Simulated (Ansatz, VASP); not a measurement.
## Two plane-wave programs on P

```
P
1.0
     1.65542   -5.08416    0.00000
     1.65542    5.08416    0.00000
     0.00000    0.00000    4.12593
P
4
Direct
  0.89357 0.10643 0.07100
  0.60643 0.39357 0.57100
  0.10643 0.89357 0.92900
  0.39357 0.60643 0.42900
```

Alike in both runs: functional LDA; k mesh 12 × 12 × 10; occupations gaussian, width 0.05 eV; no spin polarisation.

Ansatz relaxed the structure, and its values are those at the end. VASP's run is a single point on that final structure, the one shown.

|  | VASP | Ansatz |
| --- | --- | --- |
| version | VASP 6.6.1 | Ansatz 0.2.0 |
| potentials or method | VASP PAW LDA potentials, release 64 (P) | scalar-relativistic, plane waves, PAW |
| plane-wave cutoff (eV) | 520 | 420 |
| valence electrons in the cell | 20 | 20 |

|  | VASP | Ansatz | Ansatz less VASP |
| --- | --- | --- | --- |
| gap on the k mesh at the Fermi level (eV) | none | none | - |
| pressure (GPa) | -0.3 | 0.0 | +0.29 |
| rms of the force components (eV/Å) | 0.029 | 0.000 | -0.0285 |

LDA's correlation is that of Perdew and Zunger in VASP and of Perdew and Wang (1992) in Ansatz. A gap of «none» marks a metal or a gap that the smearing closes.
